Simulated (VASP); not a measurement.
# La (P6_3/mmc) in VASP: single point with PBE

Aim: the single point of La with PBE.

Everything below comes from runs of VASP 6.6.1. Logs are shortened: lines on timing, memory, paths and dates and some standing lists are left out, and cuts for length are marked.

**1. The cell of the first run**

Symmetry: P6_3/mmc, No. 194, hexagonal system. Conventional cell: a = 3.750 Å, b = 3.750 Å, c = 6.070 Å, α = 90.00°, β = 90.00°, γ = 120.00°. Within 4.9 Å of La (site symmetry -6m2) lie 12 La at 3.73 to 3.75 Å.

**2. Single point, PBE**

INCAR reads:

```
PREC     = Accurate       # precision mode
ENCUT    = 520            # plane-wave cutoff, eV
EDIFF    = 1E-7           # SCF threshold, eV
ISMEAR   = -1             # smearing method
SIGMA    = 0.05           # smearing width, eV
LREAL    = F              # projectors in reciprocal space
LASPH    = T              # aspherical terms in the spheres
NELM     = 60             # most SCF steps
ALGO     = Normal         # electronic algorithm
ISIF     = 2              # what is computed and relaxed
LWAVE    = F              # write WAVECAR
LCHARG   = T              # write CHGCAR
GGA      = PE             # functional
LELF     = T              # ELF
LVHAR    = T            
NBANDS   = 18             # bands
```

KPOINTS reads:

```
Automatic mesh
0
Gamma
  10 10 6
```

POSCAR reads:

```
La
1.0
    3.7500000000      0.0000000000      0.0000000000
   -1.8750000000      3.2475952642      0.0000000000
    0.0000000000      0.0000000000      6.0700000000
La
2
Direct
    0.3333333333      0.6666666667      0.2500000000
    0.6666666667      0.3333333333      0.7500000000
```

Potentials or basis: VASP PAW PBE potentials, release 64 (La).

Command:

```
cat potpaw_PBE.64/La/POTCAR > POTCAR
mpirun -np 1 vasp_std > vasp.out
```

OUTCAR:

```text
PREC = Accurate
   ENCUT = 520
   EDIFF = 1E-7
   ISMEAR = -1
   LREAL = F
   LASPH = T
   NELM = 60
   ISIF = 2
   GGA = PE

 ion  position               nearest neighbor table
   1  0.333  0.667  0.250-
   2  0.667  0.333  0.750-

  LATTYP: Found a hexagonal cell.
 ALAT       =     3.7500000000
 C/A-ratio  =     1.6186666667

  Lattice vectors:

 A1 = (   3.7500000000,   0.0000000000,   0.0000000000)
 A2 = (  -1.8750000000,   3.2475952642,   0.0000000000)
 A3 = (   0.0000000000,   0.0000000000,   6.0700000000)

Analysis of symmetry for initial positions (statically):
=====================================================================
 Subroutine PRICEL returns:
 Original cell was already a primitive cell.

 Routine SETGRP: Setting up the symmetry group for a
 hexagonal supercell.

 Subroutine GETGRP returns: Found 24 space group operations
 (whereof 12 operations were pure point group operations)
 out of a pool of 24 trial point group operations.

The static configuration has the point symmetry D_3d.
 The point group associated with its full space group is D_6h.

Analysis of symmetry for dynamics (positions and initial velocities):
=====================================================================
 Subroutine PRICEL returns:
 Original cell was already a primitive cell.

 Routine SETGRP: Setting up the symmetry group for a
 hexagonal supercell.

 Subroutine GETGRP returns: Found 24 space group operations
 (whereof 12 operations were pure point group operations)
 out of a pool of 24 trial point group operations.

The dynamic configuration has the point symmetry D_3d.
 The point group associated with its full space group is D_6h.

 Subroutine INISYM returns: Found 24 space group operations
 (whereof 12 operations are pure point group operations),
 and found     1 'primitive' translations

----------------------------------------------------------------------------------------

                                     Primitive cell

  volume of cell :      73.9234

  direct lattice vectors                    reciprocal lattice vectors
     3.750000000  0.000000000  0.000000000     0.266666667  0.153960072  0.000000000
    -1.875000000  3.247595264  0.000000000     0.000000000  0.307920144  0.000000000
     0.000000000  0.000000000  6.070000000     0.000000000  0.000000000  0.164744646

  length of vectors
     3.750000000  3.750000000  6.070000000     0.307920144  0.307920144  0.164744646

  position of ions in fractional coordinates (direct lattice)
     0.333333333  0.666666667  0.250000000
     0.666666667  0.333333333  0.750000000

  ion indices of the primitive-cell ions
   primitive index   ion index
                 1           1
                 2           2

----------------------------------------------------------------------------------------

 KPOINTS: Automatic mesh

Automatic generation of k-mesh.
 Grid dimensions read from file:
 generate k-points for:   10   10    6

 Generating k-lattice:

  Cartesian coordinates                     Fractional coordinates (reciprocal lattice)
     0.026666667  0.015396007  0.000000000     0.100000000  0.000000000  0.000000000
     0.000000000  0.030792014  0.000000000     0.000000000  0.100000000  0.000000000
     0.000000000  0.000000000  0.027457441     0.000000000  0.000000000  0.166666667

  Length of vectors
     0.030792014  0.030792014  0.027457441

  Shift w.r.t. Gamma in fractional coordinates (k-lattice)
     0.000000000  0.000000000  0.000000000

 Subroutine IBZKPT returns following result:
 ===========================================

 Found     56 irreducible k-points:

 Following reciprocal coordinates:
            Coordinates               Weight
  0.000000  0.000000  0.000000      1.000000
  0.100000  0.000000  0.000000      6.000000
  0.200000  0.000000  0.000000      6.000000
  0.300000 -0.000000  0.000000      6.000000
  0.400000 -0.000000  0.000000      6.000000
  0.500000  0.000000  0.000000      3.000000
[... 16 lines left out ...]
  0.300000  0.100000  0.166667     24.000000
  0.400000  0.100000  0.166667     24.000000
 [... further k-points ...]
   k-points           NKPTS =     56   k-points in BZ     NKDIM =     56   number of bands    NBANDS=     18
   number of dos      NEDOS =    301   number of ions     NIONS =      2
   total plane-waves  NPLWV =  37632
   dimension x,y,z NGX =    28 NGY =   28 NGZ =   48
   dimension x,y,z NGXF=    56 NGYF=   56 NGZF=   96
   ions per type =               2
   NGX,Y,Z   is equivalent  to a cutoff of  12.41, 12.41, 13.15 a.u.
   NGXF,Y,Z  is equivalent  to a cutoff of  24.83, 24.83, 26.29 a.u.
 SYSTEM =  unknown system
   PREC   = accura    normal or accurate (medium, high low for compatibility)
   ISTART =      0    job   : 0-new  1-cont  2-samecut
   ICHARG =      2    charge: 1-file 2-atom 10-const
   ISPIN  =      1    spin polarized calculation?
   LNONCOLLINEAR =      F non collinear calculations
   LSORBIT =      F    spin-orbit coupling
   LASPH  =      T    aspherical Exc in radial PAW
   ENCUT  =  520.0 eV  38.22 Ry    6.18 a.u.   6.97  6.97 11.29*2*pi/ulx,y,z
   NELM   =     60;   NELMIN=  2; NELMDL= -5     # of ELM steps
   EDIFF  = 0.1E-06   stopping-criterion for ELM
   LREAL  =      F    real-space projection
   EDIFFG = 0.1E-05   stopping-criterion for IOM
   NSW    =      0    number of steps for IOM
   IBRION =     -1    ionic relax: 0-MD 1-quasi-New 2-CG
   NFREE  =      0    steps in history (QN), initial steepest desc. (CG)
   ISIF   =      2    stress and relaxation
   ISYM   =      2    0-nonsym 1-usesym 2-fastsym
   POTIM  = 0.5000    time-step for ionic-motion
   TEBEG  =    0.0;   TEEND  =   0.0 temperature during run
   PSTRESS=    0.0 pullay stress
   NELECT =      22.0000    total number of electrons
   NUPDOWN=      -1.0000    fix difference up-down
   EMIN   =  10.00;   EMAX   =-10.00  energy-range for DOS
   EFERMI =   0.00;   METHOD = LEGACY
   ISMEAR =    -1;   SIGMA  =   0.05  broadening in eV -4-tet -1-fermi 0-gaus
   EFERMI_NEDOS =   21; number of points for ismear=-14 and -15
   IALGO  =     38    algorithm
   IMIX   =      4    mixing-type and parameters
     AMIX     =   0.40;   BMIX     =  1.00
     AMIX_MAG =   1.60;   BMIX_MAG =  1.00
  volume/ion in A,a.u.               =      36.96       249.43
  Fermi-wavevector in a.u.,A,eV,Ry     =   1.093004  2.065478 16.254307  1.194658
  Thomas-Fermi vector in A             =   2.229281
   LORBIT       =      0    0 simple, 1 ext, 2 COOP (PROOUT), +10 PAW based schemes
   GGA     = PE    functional components
   LHFCALC =     F    Hartree Fock is set to
   AEXX    =    0.0000 exact exchange contribution
   IVDW    =     0    specifies the selected vdW correction
   LEPSILON=     F    determine dielectric tensor
   LRPA    =     F    only Hartree local field effects (RPA)
 non-spin polarized calculation
  energy-cutoff  :      520.00
  volume of cell :       73.92
 maximum number of plane-waves:      2007
 NGX is ok and might be reduce to    28
   NGX = 13   NGY = 13   NGZ = 23

 number of electron      21.9999997 magnetization

 Free energy of the ion-electron system (eV)
  ---------------------------------------------------
  ext. energy  EPLUGINS =         0.00000000
  ---------------------------------------------------
  free energy    TOTEN  =        -9.72845891 eV

  energy without entropy =       -9.69683491  energy(sigma->0) =       -9.71264691

 E-fermi :   7.9051     XC(G=0):  -9.5800

 val. band max:        7.9022924332   @ k =   0.2000   0.1000   0.0000
 cond. band min:       7.9278001315   @ k =   0.3000   0.3000   0.3333
 fundamental gap:      0.0255076983
 Fermi energy:         7.9051007543

 k-point     1 :       0.0000    0.0000    0.0000
  band No.  band energies     occupation
      1     -24.9475      2.00000
      2     -24.7414      2.00000
      3      -9.3363      2.00000
      4      -8.1333      2.00000
      5      -8.1333      2.00000
      6      -7.9466      2.00000
[... 10 lines left out ...]
     17       9.5852      0.00000
     18       9.6797      0.00000

 k-point     2 :       0.1000    0.0000    0.0000
  band No.  band energies     occupation
      1     -24.9312      2.00000
      2     -24.7337      2.00000
      3      -9.2940      2.00000
      4      -8.2427      2.00000
      5      -8.1673      2.00000
      6      -8.0587      2.00000
[... 10 lines left out ...]
     17       9.6094      0.00000
     18       9.6278      0.00000

 k-point     3 :       0.2000    0.0000    0.0000
  band No.  band energies     occupation
      1     -24.8872      2.00000
      2     -24.7145      2.00000
      3      -9.1747      2.00000
      4      -8.5225      2.00000
      5      -8.3346      2.00000
      6      -8.2511      2.00000
[... 10 lines left out ...]
     17       9.6779      0.00000
     18       9.7082      0.00000

 k-point     4 :       0.3000   -0.0000    0.0000
  band No.  band energies     occupation
      1     -24.8285      2.00000
      2     -24.6940      2.00000
      3      -9.0010      2.00000
      4      -8.8550      2.00000
      5      -8.6477      2.00000
      6      -8.3474      2.00000
[... 10 lines left out ...]
     17       9.7595      0.00000
     18       9.7690      0.00000

 k-point     5 :       0.4000   -0.0000    0.0000
  band No.  band energies     occupation
      1     -24.7746      2.00000
      2     -24.6832      2.00000
      3      -9.1129      2.00000
      4      -8.8840      2.00000
      5      -8.8168      2.00000
      6      -8.4213      2.00000
[... 10 lines left out ...]
     17       9.7405      0.00000
     18       9.8183      0.00000

 k-point     6 :       0.5000    0.0000    0.0000
  band No.  band energies     occupation
      1     -24.7502      2.00000
      2     -24.6826      2.00000
      3      -9.2088      2.00000
      4      -8.9710      2.00000
      5      -8.7200      2.00000
      6      -8.4487      2.00000
[... 10 lines left out ...]
     17       9.7761      0.00000
     18       9.8251      0.00000

 k-point     7 :       0.1000    0.1000    0.0000
  band No.  band energies     occupation
      1     -24.9010      2.00000
      2     -24.7203      2.00000
      3      -9.2131      2.00000
      4      -8.4090      2.00000
      5      -8.3222      2.00000
      6      -8.1651      2.00000
[... 10 lines left out ...]
     17       9.6967      0.00000
     18       9.7361      0.00000

 k-point     8 :       0.2000    0.1000    0.0000
  band No.  band energies     occupation
      1     -24.8495      2.00000
      2     -24.7005      2.00000
      3      -9.0657      2.00000
      4      -8.6911      2.00000
      5      -8.5751      2.00000
      6      -8.2963      2.00000
[... 10 lines left out ...]
     17       9.6996      0.00000
     18       9.8081      0.00000
[... 229 lines left out ...]
     17       9.7458      0.00000
     18       9.8026      0.00000

 k-point    20 :       0.5000    0.0000    0.1667
  band No.  band energies     occupation
      1     -24.7456      2.00000
      2     -24.6871      2.00000
      3      -9.2530      2.00000
      4      -9.0382      2.00000
      5      -8.6231      2.00000
      6      -8.4275      2.00000
[... 10 lines left out ...]
     17       9.7773      0.00000
     18       9.8358      0.00000

 k-point    21 :       0.1000    0.1000    0.1667
  band No.  band energies     occupation
      1     -24.8892      2.00000
      2     -24.7327      2.00000
      3      -9.1506      2.00000
      4      -8.3831      2.00000
      5      -8.3489      2.00000
      6      -8.1907      2.00000
[... 10 lines left out ...]
     17       9.7121      0.00000
     18       9.7532      0.00000

 k-point    22 :       0.2000    0.1000    0.1667
  band No.  band energies     occupation
      1     -24.8397      2.00000
      2     -24.7107      2.00000
      3      -9.0535      2.00000
      4      -8.6599      2.00000
      5      -8.5813      2.00000
      6      -8.3049      2.00000
[... 10 lines left out ...]
     17       9.7175      0.00000
     18       9.7448      0.00000

 k-point    23 :       0.3000    0.1000    0.1667
  band No.  band energies     occupation
      1     -24.7853      2.00000
      2     -24.6927      2.00000
      3      -9.0728      2.00000
      4      -8.8813      2.00000
      5      -8.6963      2.00000
      6      -8.4164      2.00000
[... 10 lines left out ...]
     17       9.7113      0.00000
     18       9.7833      0.00000

 k-point    24 :       0.4000    0.1000    0.1667
  band No.  band energies     occupation
      1     -24.7460      2.00000
      2     -24.6869      2.00000
      3      -9.2008      2.00000
      4      -8.9960      2.00000
      5      -8.6408      2.00000
      6      -8.4647      2.00000
[... 10 lines left out ...]
     17       9.7557      0.00000
     18       9.7799      0.00000

 [... further k-points ...]

------------------------ aborting loop because EDIFF is reached ----------------------------------------

  FORCE on cell =-STRESS in cart. coord.  units (eV):
  Direction    XX          YY          ZZ          XY          YZ          ZX
  --------------------------------------------------------------------------------------
  -------------------------------------------------------------------------------------
  Total        0.2047344      0.2047344      0.2048000      0.0000000     -0.0000000      0.0000000
  in kB        4.4373082      4.4373082      4.4387306      0.0000000     -0.0000000      0.0000000
  external PRESSURE =       4.4377823 kB  Pullay stress =       0.0000000 kB

 VOLUME and BASIS-vectors are now :
 -----------------------------------------------------------------------------
  energy-cutoff  :      520.00
  volume of cell :       73.92
      direct lattice vectors                 reciprocal lattice vectors
     3.750000000  0.000000000  0.000000000     0.266666667  0.153960072  0.000000000
    -1.875000000  3.247595264  0.000000000     0.000000000  0.307920144  0.000000000
     0.000000000  0.000000000  6.070000000     0.000000000  0.000000000  0.164744646

 POSITION                                       TOTAL-FORCE (eV/Angst)
 -----------------------------------------------------------------------------------
     -0.00000      2.16506      1.51750         0.000000     -0.000000      0.000000
      1.87500      1.08253      4.55250        -0.000000      0.000000      0.000000
 -----------------------------------------------------------------------------------
    total drift:                                0.000000     -0.000000      0.000000

  FREE ENERGIE OF THE ION-ELECTRON SYSTEM (eV)
  ---------------------------------------------------
  free  energy   TOTEN  =        -9.7284589123 eV

  energy  without entropy=       -9.6968349069  energy(sigma->0) =       -9.71264691
```

Wall time 57 s (1 thread of Intel Xeon 6975P-C (Granite Rapids), shared host); peak memory 0.23 GiB.

Results:

```
Free energy            : -9.7285 eV
Pressure               : 0.4 GPa
Band gap on the k mesh : zero (bands 11 and 12 overlap by 1.49 eV)
```

Levels at points of the mesh, in eV from the Fermi level:
| k point | band 7 | band 8 | band 9 | band 10 | band 11 | band 12 | band 13 | band 14 | band 15 | band 16 |
| --- | --- | --- | --- | --- | --- | --- | --- | --- | --- | --- |
| (0.00, 0.00, 0.00) | -15.85 | -15.82 | -3.17 | -1.75 | 1.10 | 1.33 | 1.33 | 1.56 | 1.64 | 1.68 |
| (0.50, 0.00, 0.00) | -16.17 | -16.02 | -1.61 | -1.15 | -1.15 | 1.21 | 1.24 | 1.32 | 1.50 | 1.86 |
| (0.00, 0.00, 0.50) | -15.95 | -15.95 | -1.85 | -1.85 | 0.60 | 0.60 | 1.38 | 1.38 | 1.38 | 1.38 |
| (0.50, 0.00, 0.50) | -16.19 | -16.19 | -1.67 | -1.67 | -0.39 | -0.39 | 1.59 | 1.59 | 1.78 | 1.78 |

Caveat: spin-orbit coupling is left out, which moves the levels of the heavy elements.

The gap in the log of VASP goes by the Fermi energy; the results here count the filled bands.